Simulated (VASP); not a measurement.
# MnSi15 (F-43m) in VASP: single point with PBEsol+U

Aim: the single point of MnSi15 with PBEsol+U.

All numbers are computed with VASP 6.6.1; they aren't measurements. Logs are shortened: lines on timing, memory, paths and dates and some standing lists are left out, and cuts for length are marked.

### 1 The cell of the first run

Symmetry: F-43m, No. 216, cubic system. The conventional cell has a = 10.874 Å, b = 10.874 Å, c = 10.874 Å, α = 90.00°, β = 90.00°, γ = 90.00°. Within 3.2 Å of Mn (site symmetry -43m) lie 4 Si at 2.43 Å. Si (site symmetry 2mm) has 4 Si at 2.33 to 2.35 Å within 3.1 Å. Si (site symmetry -43m) has 4 Si at 2.35 Å within 3.1 Å. Within 3.1 Å of Si (site symmetry 3m) lie 3 Si at 2.33 Å and 1 Mn at 2.43 Å. Si (site symmetry 3m) has 4 Si at 2.35 Å within 3.1 Å.

### 2 Single point, PBEsol+U

INCAR

```
SYSTEM = MnSi15
PREC = Accurate
ENCUT = 520
EDIFF = 1E-7
ISMEAR = 0
SIGMA = 0.05
LREAL = Auto
LASPH = .TRUE.
NELM = 150
ALGO = Normal
ISIF = 2
LWAVE = .FALSE.
LCHARG = .FALSE.
LMAXMIX = 4
LDAU = .TRUE.
LDAUTYPE = 2
LDAUL = 2 -1
LDAUU = 3.5 0
LDAUJ = 0 0
LDAUPRINT = 1
GGA = PS
NBANDS = 50
```

KPOINTS

```
Automatic mesh
0
G
  3 3 3
  0 0 0
```

POSCAR

```
MnSi15
1.0
    0.0000000000      5.4370000000      5.4370000000
    5.4370000000      0.0000000000      5.4370000000
    5.4370000000      5.4370000000      0.0000000000
Mn Si
1 15
Direct
    0.0000000000      1.0000000000      1.0000000000
    0.9996156210      0.9996156210      0.5003843790
    0.9996156210      0.5003843790      0.9996156210
    0.9996156210      0.5003843790      0.5003843790
    0.5003843790      0.9996156210      0.9996156210
    0.5003843790      0.9996156210      0.5003843790
    0.5003843790      0.5003843790      0.9996156210
    0.5000000000      0.5000000000      0.5000000000
    0.1288894793      0.1288894793      0.1288894793
    0.1288894793      0.1288894793      0.6133315620
    0.1288894793      0.6133315620      0.1288894793
    0.1256551594      0.6247816135      0.6247816135
    0.6133315620      0.1288894793      0.1288894793
    0.6247816135      0.1256551594      0.6247816135
    0.6247816135      0.6247816135      0.1256551594
    0.6247816135      0.6247816135      0.6247816135
```

Potentials or basis: VASP PAW PBE potentials, release 64 (Mn_pv, Si).

On the command line:

```sh
$ cat potpaw_PBE.64/Mn_pv/POTCAR potpaw_PBE.64/Si/POTCAR > POTCAR
$ mpirun -np 1 vasp_std > vasp.out
```

OUTCAR:

```text
SYSTEM = MnSi15
   PREC = Accurate
   ENCUT = 520
   EDIFF = 1E-7
   ISMEAR = 0
   LREAL = Auto
   LASPH = .TRUE.
   NELM = 150
   ISIF = 2
   GGA = PS

 ion  position               nearest neighbor table
   1  0.000  0.000  0.000-   9 2.43  10 2.43  11 2.43  13 2.43
   2  1.000  1.000  0.500-  10 2.33   9 2.33  12 2.35  14 2.35
   3  1.000  0.500  1.000-  11 2.33   9 2.33  12 2.35  15 2.35
   4  1.000  0.500  0.500-  10 2.33  11 2.33  12 2.35  16 2.35
   5  0.500  1.000  1.000-  13 2.33   9 2.33  14 2.35  15 2.35
   6  0.500  1.000  0.500-  10 2.33  13 2.33  14 2.35  16 2.35
[... 8 lines left out ...]
  15  0.625  0.625  0.126-   8 2.35   7 2.35   3 2.35   5 2.35
  16  0.625  0.625  0.625-   8 2.35   6 2.35   7 2.35   4 2.35

  LATTYP: Found a face centered cubic cell.
 ALAT       =    10.8740000000

  Lattice vectors:

 A1 = (   0.0000000000,   5.4370000000,   5.4370000000)
 A2 = (   5.4370000000,   0.0000000000,   5.4370000000)
 A3 = (   5.4370000000,   5.4370000000,   0.0000000000)

Analysis of symmetry for initial positions (statically):
=====================================================================
 Subroutine PRICEL returns:
 Original cell was already a primitive cell.

 Routine SETGRP: Setting up the symmetry group for a
 face centered cubic supercell.

 Subroutine GETGRP returns: Found 24 space group operations
 (whereof 24 operations were pure point group operations)
 out of a pool of 48 trial point group operations.

The static configuration has the point symmetry T_d .

Analysis of symmetry for dynamics (positions and initial velocities):
=====================================================================
 Subroutine PRICEL returns:
 Original cell was already a primitive cell.

 Routine SETGRP: Setting up the symmetry group for a
 face centered cubic supercell.

 Subroutine GETGRP returns: Found 24 space group operations
 (whereof 24 operations were pure point group operations)
 out of a pool of 48 trial point group operations.

The dynamic configuration has the point symmetry T_d .

[... 165 lines left out ...]
  0.0000  0.0000 -0.0000  0.4472  0.0000
  0.0000 -0.0000  0.0000  0.0000  0.6283

 occupancies and eigenvectors

  o =  0.4472  v =  1.0000  0.0000  0.0000  0.0000  0.0000  0.0000  0.0000  0.0000  0.0000  0.0000      0.0000  0.0000  0.0000  0.0000  0.0000  0.0000  0.0000  0.0000  0.0000  0.0000
  o =  0.4472  v =  0.0000 -0.0137 -0.0000  0.9999 -0.0000  0.0000  0.0000  0.0000  0.0000  0.0000      0.0000  0.0000  0.0000  0.0000  0.0000  0.0000  0.0000  0.0000  0.0000  0.0000
  o =  0.4472  v =  0.0000  0.9999  0.0000  0.0137 -0.0000  0.0000  0.0000  0.0000  0.0000  0.0000      0.0000  0.0000  0.0000  0.0000  0.0000  0.0000  0.0000  0.0000  0.0000  0.0000
  o =  0.4472  v =  0.0000  0.0000  0.0000  0.0000  0.0000  1.0000  0.0000  0.0000  0.0000  0.0000      0.0000  0.0000  0.0000  0.0000  0.0000  0.0000  0.0000  0.0000  0.0000  0.0000
  o =  0.4472  v =  0.0000  0.0000  0.0000  0.0000  0.0000  0.0000 -0.0137 -0.0000  0.9999 -0.0000      0.0000  0.0000  0.0000  0.0000  0.0000  0.0000  0.0000  0.0000  0.0000  0.0000
  o =  0.4472  v =  0.0000  0.0000  0.0000  0.0000  0.0000  0.0000  0.9999  0.0000  0.0137 -0.0000      0.0000  0.0000  0.0000  0.0000  0.0000  0.0000  0.0000  0.0000  0.0000  0.0000
  o =  0.6283  v =  0.0000  0.0000  0.0000  0.0000  0.0000  0.0000 -0.0000  1.0000  0.0000  0.0006      0.0000  0.0000  0.0000  0.0000  0.0000  0.0000  0.0000  0.0000  0.0000  0.0000
  o =  0.6283  v =  0.0000 -0.0000  1.0000  0.0000  0.0006  0.0000  0.0000  0.0000  0.0000  0.0000      0.0000  0.0000  0.0000  0.0000  0.0000  0.0000  0.0000  0.0000  0.0000  0.0000
  o =  0.6283  v =  0.0000  0.0000 -0.0006  0.0000  1.0000  0.0000  0.0000  0.0000  0.0000  0.0000      0.0000  0.0000  0.0000  0.0000  0.0000  0.0000  0.0000  0.0000  0.0000  0.0000
  o =  0.6283  v =  0.0000  0.0000  0.0000  0.0000  0.0000  0.0000  0.0000 -0.0006  0.0000  1.0000      0.0000  0.0000  0.0000  0.0000  0.0000  0.0000  0.0000  0.0000  0.0000  0.0000

 number of electron      73.0000016 magnetization

 Free energy of the ion-electron system (eV)
  ---------------------------------------------------
  ext. energy  EPLUGINS =         0.00000000
  ---------------------------------------------------
  free energy    TOTEN  =       -88.25655273 eV

  energy without entropy =      -88.24186358  energy(sigma->0) =      -88.24920815

 E-fermi :   5.3048     XC(G=0):  -9.5979

 val. band max:        5.2294866545   @ k =   0.3333   0.0000   0.0000
 cond. band min:       5.3140709836   @ k =  -0.3333   0.3333   0.0000
 fundamental gap:      0.0845843291
 Fermi energy:         5.3048238862

 k-point     1 :       0.0000    0.0000    0.0000
  band No.  band energies     occupation
      1     -41.5726      2.00000
      2     -41.5726      2.00000
      3     -41.5726      2.00000
      4      -6.2498      2.00000
      5      -4.0514      2.00000
      6      -4.0514      2.00000
[... 193 lines left out ...]
     47       9.0329      0.00000
     48       9.1083      0.00000
 [bands above 48 left out]

------------------------ aborting loop because EDIFF is reached ----------------------------------------

  FORCE on cell =-STRESS in cart. coord.  units (eV):
  Direction    XX          YY          ZZ          XY          YZ          ZX
  --------------------------------------------------------------------------------------
  -------------------------------------------------------------------------------------
  Total       -1.7800826     -1.7800826     -1.7800826     -0.0000000      0.0000000      0.0000000
  in kB       -8.8724334     -8.8724334     -8.8724334     -0.0000000      0.0000000      0.0000000
  external PRESSURE =      -8.8724334 kB  Pullay stress =       0.0000000 kB

 VOLUME and BASIS-vectors are now :
 -----------------------------------------------------------------------------
  energy-cutoff  :      520.00
  volume of cell :      321.45
      direct lattice vectors                 reciprocal lattice vectors
     0.000000000  5.437000000  5.437000000    -0.091962479  0.091962479  0.091962479
     5.437000000  0.000000000  5.437000000     0.091962479 -0.091962479  0.091962479
     5.437000000  5.437000000  0.000000000     0.091962479  0.091962479 -0.091962479

 POSITION                                       TOTAL-FORCE (eV/Angst)
 -----------------------------------------------------------------------------------
      0.00000      0.00000      0.00000        -0.000000     -0.000000     -0.000000
      8.15550      8.15550     10.86982        -0.000000     -0.000000     -0.195509
      8.15550     10.86982      8.15550        -0.000000     -0.195509     -0.000000
      5.44118      8.15550      8.15550         0.195509     -0.000000     -0.000000
     10.86982      8.15550      8.15550        -0.195509     -0.000000     -0.000000
      8.15550      5.44118      8.15550        -0.000000      0.195509     -0.000000
[... 8 lines left out ...]
      4.08012      4.08012      6.79388         0.010064      0.010064     -0.010064
      6.79388      6.79388      6.79388        -0.010064     -0.010064     -0.010064
 -----------------------------------------------------------------------------------
    total drift:                               -0.000000     -0.000000     -0.000000

  FREE ENERGIE OF THE ION-ELECTRON SYSTEM (eV)
  ---------------------------------------------------
  free  energy   TOTEN  =       -88.2565527318 eV

  energy  without entropy=      -88.2418635758  energy(sigma->0) =      -88.24920815
```

OSZICAR:

```text
N       E                     dE             d eps       ncg     rms          rms(c)
DAV:   1     0.269855138220E+03    0.26986E+03   -0.30041E+04   432   0.123E+03
DAV:   2    -0.674764801932E+02   -0.33733E+03   -0.32019E+03   456   0.220E+02
DAV:   3    -0.925556233993E+02   -0.25079E+02   -0.24293E+02   536   0.550E+01
[... 12 lines left out ...]
DAV:  16    -0.882565311950E+02   -0.11706E-03   -0.12940E-03   488   0.664E-02    0.240E-02
DAV:  17    -0.882565494461E+02   -0.18251E-04   -0.13543E-04   472   0.271E-02    0.132E-02
DAV:  18    -0.882565519625E+02   -0.25164E-05   -0.18060E-05   512   0.976E-03    0.556E-03
DAV:  19    -0.882565527189E+02   -0.75635E-06   -0.76076E-06   496   0.589E-03    0.109E-03
DAV:  20    -0.882565527318E+02   -0.12887E-07   -0.21171E-07   328   0.176E-03
   1 F= -.88256553E+02 E0= -.88249208E+02  d E =-.146892E-01
```

Wall time 87 s (1 thread of Intel Xeon 6975P-C (Granite Rapids), shared host); peak memory 0.47 GiB.

What came out:

```yaml
Free_energy: -88.2566 eV
Pressure: -0.9 GPa
Largest_force: 1.462 eV/Å
```

Forces on the atoms (eV/Å):
```
Mn   0.000  0.000  0.000
Si   0.000  0.000 -0.196
Si   0.000 -0.196  0.000
Si   0.196  0.000  0.000
Si  -0.196  0.000  0.000
Si   0.000  0.196  0.000
Si   0.000  0.000  0.196
Si   0.000  0.000  0.000
Si  -0.844 -0.844 -0.844
Si   0.844  0.844 -0.844
Si   0.844 -0.844  0.844
Si  -0.010  0.010  0.010
Si  -0.844  0.844  0.844
Si   0.010 -0.010  0.010
Si   0.010  0.010 -0.010
Si  -0.010 -0.010 -0.010
```

Levels at points of the mesh, in eV from the Fermi level:
| k point | band 34 | band 35 | band 36 | band 37 | band 38 | band 39 |
| --- | --- | --- | --- | --- | --- | --- |
| (0.00, 0.00, 0.00) | -0.48 | -0.16 | -0.16 | -0.16 | 0.98 | 1.11 |

Eigenvalues of the final occupation matrices:
| site | spin | trace | eigenvalues |
| --- | --- | --- | --- |
| site 1 d | 1 | 2.60 | 0.45 0.45 0.45 0.63 0.63 |
| site 1 d | 2 | 2.60 | 0.45 0.45 0.45 0.63 0.63 |

Caveat: the PAW data sets were made with another functional, which shifts forces and pressure a little; U without spin polarisation on a metal has little footing; the U is typed as a test and isn't derived for this compound. Spin polarisation is off, so any magnetic state and its effect on volume and gap are missing.
